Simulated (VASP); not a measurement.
# SrO (F-43m) in VASP: a series of runs

The runs below take SrO through single point, with PBE.

Program: VASP 6.6.1. These are calculated values, not measurements. Logs are shortened: lines on timing, memory, paths and dates and some standing lists are left out, and cuts for length are marked.

## Step 1: The cell of the first run

The structure is cubic, space group F-43m (No. 216). The conventional cell has a = 5.490 Å, b = 5.490 Å, c = 5.490 Å, α = 90.00°, β = 90.00°, γ = 90.00°. Within 3.1 Å of Sr (site symmetry -43m) lie 4 O at 2.38 Å. Within 3.1 Å of O (site symmetry -43m) lie 4 Sr at 2.38 Å.

## Step 2: Single point, PBE (volume changed by -5%)

Contents of INCAR:

```
PREC     = Accurate       # precision mode
ENCUT    = 600            # plane-wave cutoff, eV
EDIFF    = 1E-6           # SCF threshold, eV
ISMEAR   = 0              # smearing method
SIGMA    = 0.01           # smearing width, eV
LREAL    = F              # projectors in reciprocal space
LASPH    = T              # aspherical terms in the spheres
NELM     = 120            # most SCF steps
ALGO     = Normal         # electronic algorithm
ISIF     = 2              # what is computed and relaxed
LWAVE    = F              # write WAVECAR
LCHARG   = T              # write CHGCAR
GGA      = PE             # functional
LELF     = T              # ELF
LVHAR    = T            
NBANDS   = 15             # bands
GGA_COMPAT= F
```

Contents of KPOINTS:

```
regular mesh
0
Gamma
  6 6 6
```

Contents of POSCAR:

```
SrO
1.0
    0.0000000000      2.7449445767      2.7449445767
    2.7449445767      0.0000000000      2.7449445767
    2.7449445767      2.7449445767      0.0000000000
Sr O
1 1
Direct
    0.0000000000      0.0000000000      0.0000000000
    0.2500000000      0.2500000000      0.2500000000
```

Potentials or basis: VASP PAW PBE potentials, release 64 (Sr_sv, O).

On the command line:

```bash
cat potpaw_PBE.64/Sr_sv/POTCAR potpaw_PBE.64/O/POTCAR > POTCAR
mpirun -np 1 vasp_std > vasp.out
```

OUTCAR:

```text
PREC = Accurate
   ENCUT = 600
   EDIFF = 1E-6
   ISMEAR = 0
   LREAL = F
   LASPH = T
   NELM = 120
   ISIF = 2
   GGA = PE

 ion  position               nearest neighbor table
   1  0.000  0.000  0.000-   2 2.38   2 2.38   2 2.38   2 2.38
   2  0.250  0.250  0.250-   1 2.38   1 2.38   1 2.38   1 2.38

  LATTYP: Found a face centered cubic cell.
 ALAT       =     5.4898891534

  Lattice vectors:

 A1 = (   0.0000000000,   2.7449445767,   2.7449445767)
 A2 = (   2.7449445767,   0.0000000000,   2.7449445767)
 A3 = (   2.7449445767,   2.7449445767,   0.0000000000)

Analysis of symmetry for initial positions (statically):
=====================================================================
 Subroutine PRICEL returns:
 Original cell was already a primitive cell.

 Routine SETGRP: Setting up the symmetry group for a
 face centered cubic supercell.

 Subroutine GETGRP returns: Found 24 space group operations
 (whereof 24 operations were pure point group operations)
 out of a pool of 48 trial point group operations.

The static configuration has the point symmetry T_d .

Analysis of symmetry for dynamics (positions and initial velocities):
=====================================================================
 Subroutine PRICEL returns:
 Original cell was already a primitive cell.

 Routine SETGRP: Setting up the symmetry group for a
 face centered cubic supercell.

 Subroutine GETGRP returns: Found 24 space group operations
 (whereof 24 operations were pure point group operations)
 out of a pool of 48 trial point group operations.

The dynamic configuration has the point symmetry T_d .

 Subroutine INISYM returns: Found 24 space group operations
 (whereof 24 operations are pure point group operations),
 and found     1 'primitive' translations

----------------------------------------------------------------------------------------

                                     Primitive cell

  volume of cell :      41.3648

  direct lattice vectors                    reciprocal lattice vectors
     0.000000000  2.744944577  2.744944577    -0.182153040  0.182153040  0.182153040
     2.744944577  0.000000000  2.744944577     0.182153040 -0.182153040  0.182153040
     2.744944577  2.744944577  0.000000000     0.182153040  0.182153040 -0.182153040

  length of vectors
     3.881937848  3.881937848  3.881937848     0.315498320  0.315498320  0.315498320

  position of ions in fractional coordinates (direct lattice)
     0.000000000  0.000000000  0.000000000
     0.250000000  0.250000000  0.250000000

  ion indices of the primitive-cell ions
   primitive index   ion index
                 1           1
                 2           2

----------------------------------------------------------------------------------------

 KPOINTS: regular mesh

Automatic generation of k-mesh.
 Grid dimensions read from file:
 generate k-points for:    6    6    6

 Generating k-lattice:

  Cartesian coordinates                     Fractional coordinates (reciprocal lattice)
    -0.030358840  0.030358840  0.030358840     0.166666667  0.000000000  0.000000000
     0.030358840 -0.030358840  0.030358840     0.000000000  0.166666667  0.000000000
     0.030358840  0.030358840 -0.030358840     0.000000000  0.000000000  0.166666667

  Length of vectors
     0.052583053  0.052583053  0.052583053

  Shift w.r.t. Gamma in fractional coordinates (k-lattice)
     0.000000000  0.000000000  0.000000000

 Subroutine IBZKPT returns following result:
 ===========================================

 Found     16 irreducible k-points:

 Following reciprocal coordinates:
            Coordinates               Weight
  0.000000  0.000000  0.000000      1.000000
  0.166667  0.000000  0.000000      8.000000
  0.333333  0.000000  0.000000      8.000000
  0.500000  0.000000  0.000000      4.000000
  0.166667  0.166667  0.000000      6.000000
  0.333333  0.166667  0.000000     24.000000
[... 8 lines left out ...]
 -0.333333  0.333333  0.166667     24.000000
 -0.333333  0.500000  0.166667     12.000000
   k-points           NKPTS =     16   k-points in BZ     NKDIM =     16   number of bands    NBANDS=     15
   number of dos      NEDOS =    301   number of ions     NIONS =      2
   total plane-waves  NPLWV =  32768
   dimension x,y,z NGX =    32 NGY =   32 NGZ =   32
   dimension x,y,z NGXF=    64 NGYF=   64 NGZF=   64
   ions per type =               1   1
   NGX,Y,Z   is equivalent  to a cutoff of  13.70, 13.70, 13.70 a.u.
   NGXF,Y,Z  is equivalent  to a cutoff of  27.41, 27.41, 27.41 a.u.
 SYSTEM =  unknown system
   PREC   = accura    normal or accurate (medium, high low for compatibility)
   ISTART =      0    job   : 0-new  1-cont  2-samecut
   ICHARG =      2    charge: 1-file 2-atom 10-const
   ISPIN  =      1    spin polarized calculation?
   LNONCOLLINEAR =      F non collinear calculations
   LSORBIT =      F    spin-orbit coupling
   LASPH  =      T    aspherical Exc in radial PAW
   ENCUT  =  600.0 eV  44.10 Ry    6.64 a.u.   7.75  7.75  7.75*2*pi/ulx,y,z
   NELM   =    120;   NELMIN=  2; NELMDL= -5     # of ELM steps
   EDIFF  = 0.1E-05   stopping-criterion for ELM
   LREAL  =      F    real-space projection
   EDIFFG = 0.1E-04   stopping-criterion for IOM
   NSW    =      0    number of steps for IOM
   IBRION =     -1    ionic relax: 0-MD 1-quasi-New 2-CG
   NFREE  =      0    steps in history (QN), initial steepest desc. (CG)
   ISIF   =      2    stress and relaxation
   ISYM   =      2    0-nonsym 1-usesym 2-fastsym
   POTIM  = 0.5000    time-step for ionic-motion
   TEBEG  =    0.0;   TEEND  =   0.0 temperature during run
   PSTRESS=    0.0 pullay stress
   NELECT =      16.0000    total number of electrons
   NUPDOWN=      -1.0000    fix difference up-down
   EMIN   =  10.00;   EMAX   =-10.00  energy-range for DOS
   EFERMI =   0.00;   METHOD = LEGACY
   ISMEAR =     0;   SIGMA  =   0.01  broadening in eV -4-tet -1-fermi 0-gaus
   EFERMI_NEDOS =   21; number of points for ismear=-14 and -15
   IALGO  =     38    algorithm
   IMIX   =      4    mixing-type and parameters
     AMIX     =   0.40;   BMIX     =  1.00
     AMIX_MAG =   1.60;   BMIX_MAG =  1.00
  volume/ion in A,a.u.               =      20.68       139.57
  Fermi-wavevector in a.u.,A,eV,Ry     =   1.192810  2.254084 19.358308  1.422796
  Thomas-Fermi vector in A             =   2.328839
   LORBIT       =      0    0 simple, 1 ext, 2 COOP (PROOUT), +10 PAW based schemes
   GGA     = PE    functional components
   LHFCALC =     F    Hartree Fock is set to
   AEXX    =    0.0000 exact exchange contribution
   IVDW    =     0    specifies the selected vdW correction
   LEPSILON=     F    determine dielectric tensor
   LRPA    =     F    only Hartree local field effects (RPA)
 non-spin polarized calculation
 Gauss-broadening in eV      SIGMA  =   0.01
  energy-cutoff  :      600.00
  volume of cell :       41.36
 maximum number of plane-waves:      1411
   NGX = 15   NGY = 15   NGZ = 15

 number of electron      15.9999997 magnetization

 Free energy of the ion-electron system (eV)
  ---------------------------------------------------
  ext. energy  EPLUGINS =         0.00000000
  ---------------------------------------------------
  free energy    TOTEN  =       -11.71813474 eV

  energy without entropy =      -11.71813474  energy(sigma->0) =      -11.71813474

 E-fermi :   0.6301     XC(G=0):  -8.8410

 val. band max:        0.4983657401   @ k =  -0.3333   0.5000   0.1667
 cond. band min:       3.1602869098   @ k =   0.0000   0.0000   0.0000
 fundamental gap:      2.6619211697
 Fermi energy:         0.6301037098

 k-point     1 :       0.0000    0.0000    0.0000
  band No.  band energies     occupation
      1     -31.5421      2.00000
      2     -14.3581      2.00000
      3     -13.4113      2.00000
      4     -13.4113      2.00000
      5     -13.4113      2.00000
      6      -0.4607      2.00000
      7      -0.4607      2.00000
      8      -0.4607      2.00000
      9       3.1603      0.00000
     10       8.7408      0.00000
     11       8.7408      0.00000
     12      10.1779      0.00000
     13      10.1779      0.00000
     14      10.1779      0.00000
     15      15.9855      0.00000

 k-point     2 :       0.1667    0.0000    0.0000
  band No.  band energies     occupation
      1     -31.5228      2.00000
      2     -14.8786      2.00000
      3     -13.4379      2.00000
      4     -13.4379      2.00000
      5     -12.9650      2.00000
      6      -0.5809      2.00000
      7      -0.3610      2.00000
      8      -0.3610      2.00000
      9       4.0325      0.00000
     10       8.2722      0.00000
     11       8.2722      0.00000
     12       9.6004      0.00000
     13      10.7579      0.00000
     14      10.7579      0.00000
     15      14.0044      0.00000

 k-point     3 :       0.3333    0.0000    0.0000
  band No.  band energies     occupation
      1     -31.4839      2.00000
      2     -15.4893      2.00000
      3     -13.4899      2.00000
      4     -13.4899      2.00000
      5     -12.5233      2.00000
      6      -0.4418      2.00000
      7      -0.1838      2.00000
      8      -0.1838      2.00000
      9       5.4086      0.00000
     10       8.1161      0.00000
     11       8.1161      0.00000
     12       8.5946      0.00000
     13      10.9591      0.00000
     14      10.9591      0.00000
     15      12.7222      0.00000
[... 199 lines left out ...]
 k-point    15 :      -0.3333    0.3333    0.1667
  band No.  band energies     occupation
      1     -31.4449      2.00000
      2     -15.8186      2.00000
      3     -13.8297      2.00000
      4     -13.6251      2.00000
      5     -11.9752      2.00000
      6      -0.2473      2.00000
      7      -0.2132      2.00000
      8       0.3517      2.00000
      9       5.3353      0.00000
     10       6.5567      0.00000
     11       8.7924      0.00000
     12      10.5639      0.00000
     13      10.8921      0.00000
     14      12.1315      0.00000
     15      13.5900      0.00000

 k-point    16 :      -0.3333    0.5000    0.1667
  band No.  band energies     occupation
      1     -31.4385      2.00000
      2     -15.8751      2.00000
      3     -13.8014      2.00000
      4     -13.6907      2.00000
      5     -11.9219      2.00000
      6      -0.6369      2.00000
      7       0.1390      2.00000
      8       0.4984      2.00000
      9       5.1740      0.00000
     10       6.2965      0.00000
     11       9.4667      0.00000
     12      10.4786      0.00000
     13      11.6330      0.00000
     14      12.7820      0.00000
     15      13.5110      0.00000

------------------------ aborting loop because EDIFF is reached ----------------------------------------

  FORCE on cell =-STRESS in cart. coord.  units (eV):
  Direction    XX          YY          ZZ          XY          YZ          ZX
  --------------------------------------------------------------------------------------
  -------------------------------------------------------------------------------------
  Total        1.3263043      1.3263043      1.3263043      0.0000000     -0.0000000     -0.0000000
  in kB       51.3715910     51.3715910     51.3715910      0.0000000     -0.0000000     -0.0000000
  external PRESSURE =      51.3715910 kB  Pullay stress =       0.0000000 kB

 VOLUME and BASIS-vectors are now :
 -----------------------------------------------------------------------------
  energy-cutoff  :      600.00
  volume of cell :       41.36
      direct lattice vectors                 reciprocal lattice vectors
     0.000000000  2.744944577  2.744944577    -0.182153040  0.182153040  0.182153040
     2.744944577  0.000000000  2.744944577     0.182153040 -0.182153040  0.182153040
     2.744944577  2.744944577  0.000000000     0.182153040  0.182153040 -0.182153040

 POSITION                                       TOTAL-FORCE (eV/Angst)
 -----------------------------------------------------------------------------------
      0.00000      0.00000      0.00000         0.000000      0.000000      0.000000
      1.37247      1.37247      1.37247        -0.000000     -0.000000     -0.000000
 -----------------------------------------------------------------------------------
    total drift:                               -0.000000     -0.000000     -0.000000

  FREE ENERGIE OF THE ION-ELECTRON SYSTEM (eV)
  ---------------------------------------------------
  free  energy   TOTEN  =       -11.7181347449 eV

  energy  without entropy=      -11.7181347449  energy(sigma->0) =      -11.71813474
```

It took 5.8 s on 1 thread of Intel Xeon 6975P-C (Granite Rapids), shared host; peak memory 0.18 GiB.

What came out:

```yaml
Free_energy: -11.7181 eV
Pressure: 5.1 GPa
Band_gap_on_the_k_mesh: 2.66 eV, indirect (least direct gap 3.62 eV)
```

Levels at points of the mesh, in eV from the valence-band top:
```csv
k point,band 5,band 6,band 7,band 8,band 9,band 10,band 11,band 12
"(0.00, 0.00, 0.00)",-13.91,-0.96,-0.96,-0.96,2.66,8.24,8.24,9.68
"(0.50, 0.00, 0.00)",-12.88,-0.72,-0.61,-0.61,5.42,7.39,7.81,7.81
"(0.50, 0.50, 0.00)",-12.51,-1.54,0.00,0.00,4.68,5.86,9.94,10.27
```

Caveat: the cell differs from its parent crystal (volume changed by -5%). A k mesh can miss the band edges.

## Step 3: Single point, PBE

This run uses another cell than the first one, of 21.77 Å³/atom, 1.053 times its volume.

Contents of INCAR:

```
SYSTEM = SrO
PREC = Accurate
ENCUT = 600
EDIFF = 1E-6
ISMEAR = 0
SIGMA = 0.01
LREAL = .FALSE.
LASPH = .TRUE.
NELM = 120
ALGO = Normal
ISIF = 2
LWAVE = .FALSE.
LCHARG = .FALSE.
GGA = PE
NBANDS = 15
GGA_COMPAT = .FALSE.
```

Contents of KPOINTS:

```
Automatic mesh
0
G
  6 6 6
  0 0 0
```

Contents of POSCAR:

```
SrO
1.0
    0.0000000000      2.7922805097      2.7922805097
    2.7922805097      0.0000000000      2.7922805097
    2.7922805097      2.7922805097      0.0000000000
Sr O
1 1
Direct
    0.0000000000      0.0000000000      0.0000000000
    0.2500000000      0.2500000000      0.2500000000
```

Potentials or basis: VASP PAW PBE potentials, release 64 (Sr_sv, O).

On the command line:

```bash
cat potpaw_PBE.64/Sr_sv/POTCAR potpaw_PBE.64/O/POTCAR > POTCAR
mpirun -np 1 vasp_std > vasp.out
```

Wall time 5.1 s (1 thread of Intel Xeon 6975P-C (Granite Rapids), shared host); peak memory 0.18 GiB.

Results (log left out):

```yaml
Free_energy: -11.7633 eV
Pressure: 1.4 GPa
Band_gap_on_the_k_mesh: 2.53 eV, indirect (least direct gap 3.37 eV)
```

Levels at points of the mesh, in eV from the valence-band top:
```tsv
k point	band 6	band 7	band 8	band 9	band 10	band 11
(0.00, 0.00, 0.00)	-0.84	-0.84	-0.84	2.53	8.05	8.05
(0.50, 0.00, 0.00)	-0.71	-0.53	-0.53	5.28	7.15	7.61
(0.50, 0.50, 0.00)	-1.42	-0.01	-0.01	4.58	5.74	9.63
```

A k mesh can miss the band edges.
